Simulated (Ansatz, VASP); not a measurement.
TiC in VASP and in Ansatz

File INCAR:

```
PREC     = Accurate       # precision mode
ENCUT    = 520            # plane-wave cutoff, eV
EDIFF    = 1E-6           # SCF threshold, eV
ISMEAR   = -1             # smearing method
SIGMA    = 0.05           # smearing width, eV
LREAL    = F              # projectors in reciprocal space
LASPH    = T              # aspherical terms in the spheres
NELM     = 150            # most SCF steps
ALGO     = Normal         # electronic algorithm
ISIF     = 2              # what is computed and relaxed
LWAVE    = F              # write WAVECAR
LCHARG   = F              # write CHGCAR
MAGMOM   = 0 0 0 0 0 0    # initial moments
LORBIT   = 11             # projections on sites
LSORBIT  = T              # spin-orbit coupling
GGA_COMPAT= F            
LORBMOM  = T            
LMAXMIX  = 4              # l up to which the mixer works
GGA      = PE             # functional
NBANDS   = 28             # bands
```

File KPOINTS:

```
Automatic mesh
0
Gamma
  15 15 15
```

The input POSCAR:

```
TiC
1.0
    0.0000000000      2.3641273732      2.3641273732
    2.3641273732      0.0000000000      2.3641273732
    2.3641273732      2.3641273732      0.0000000000
Ti C
1 1
Direct
    0.0000000000      0.0000000000      0.0000000000
    0.2500000000      0.2500000000      0.2500000000
```

Input for Ansatz:

```yaml
crystal:
  lattice:
    - [0.0, 2.3641273732, 2.3641273732]
    - [2.3641273732, 0.0, 2.3641273732]
    - [2.3641273732, 2.3641273732, 0.0]
  atoms:
    - { symbol: Ti, position: [0.0, 0.0, 0.0] }
    - { symbol: C, position: [0.25, 0.25, 0.25] }
kpoints:
  mp_grid: { grid: [15, 15, 15] }
  band_path:
    path:
      - [0.0, 0.0, 0.0]
      - [-0.5, -0.5, 0.0]
      - [-0.375, -0.375, 0.25]
      - [-0.375, 0.0, 0.375]
      - [0.0, 0.0, 0.0]
      - [0.0, 0.0, 0.5]
      - [-0.5, -0.25, 0.25]
      - [-0.5, -0.5, 0.0]
    npoints: 5
scf:
  occupations: { method: fermi_dirac, width: 0.05 }
hamiltonian:
  xc: pbe
  pseudopotentials: { kind: all_electron, lapw: { basis_error: 0.00025 } }
output:
  forces: true
  stress: true
  eigenvalues: true
magnetization:
  noncollinear: true
  spin_orbit: true
```

Alike in both runs: task single point; functional PBE; k mesh 15 × 15 × 15; occupations fermi-dirac, width 0.05 eV; non-collinear spin, spin-orbit coupling.

|  | VASP | Ansatz |
| --- | --- | --- |
| version | VASP 6.6.1 | Ansatz 0.2.0 |
| potentials or method | VASP PAW PBE potentials, release 64 (Ti_sv, C), cutoff 520 eV | all-electron LAPW |

```csv
,VASP,Ansatz,Ansatz less VASP
pressure (GPa),0.1,0.0,-0.12
```

Ansatz ran all-electron here, and VASP with PAW potentials.
